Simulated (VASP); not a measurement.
The system is Ge.

```
Ge
1.0
     1.39715   -2.60052    0.00000
     1.39715    2.60052    0.00000
     0.00000    0.00000    2.69823
Ge
1
Direct
  0.50000 0.50000 0.00000
```

* Program: VASP 6.6.1
* Task: relaxation of cell and atoms
* Functional: PBE
* Potentials or basis: VASP PAW PBE potentials, release 64 (Ge_d)
* Cutoff: 500 eV
* k mesh: 18 × 18 × 16
* Occupations: gaussian, width 0.15 eV
* Spin: no spin polarisation

At the start: pressure -0.7 GPa; volume 19.61 Å³/atom.

Where does the relaxation end?

Over 7 steps the energy falls by 6.8 meV/atom and the volume is 19.35 Å³/atom (-1.3 %); space group Cmmm (No. 65, to 0.1 Å) before, P6/mmm (No. 191, to 0.1 Å).

The path:
| step | energy change (eV) | largest force (eV/Å) | pressure (GPa) | volume (Å³) |
| --- | --- | --- | --- | --- |
| 1 | 0.0000 | 0.0000 | -0.69 | 19.61 |
| 2 | -0.0038 | 0.0000 | 0.02 | 19.37 |
| 3 | -0.0054 | 0.0000 | 0.82 | 19.13 |
| 4 | -0.0067 | 0.0000 | 0.02 | 19.35 |
| 5 | -0.0067 | 0.0000 | -0.14 | 19.39 |
| 6 | -0.0067 | 0.0000 | -0.12 | 19.38 |
| 7 | -0.0068 | 0.0000 | 0.03 | 19.35 |

Final structure:
```cif
data_structure
_symmetry_space_group_name_H-M 'P 1'
_symmetry_Int_Tables_number 1
_cell_length_a 2.8876
_cell_length_b 2.8876
_cell_length_c 2.6961
_cell_angle_alpha 90.000
_cell_angle_beta 90.000
_cell_angle_gamma 120.593
_cell_volume 19.35
loop_
_atom_site_label
_atom_site_type_symbol
_atom_site_fract_x
_atom_site_fract_y
_atom_site_fract_z
_atom_site_occupancy
Ge1 Ge 0.50000 0.50000 0.00000 1
```
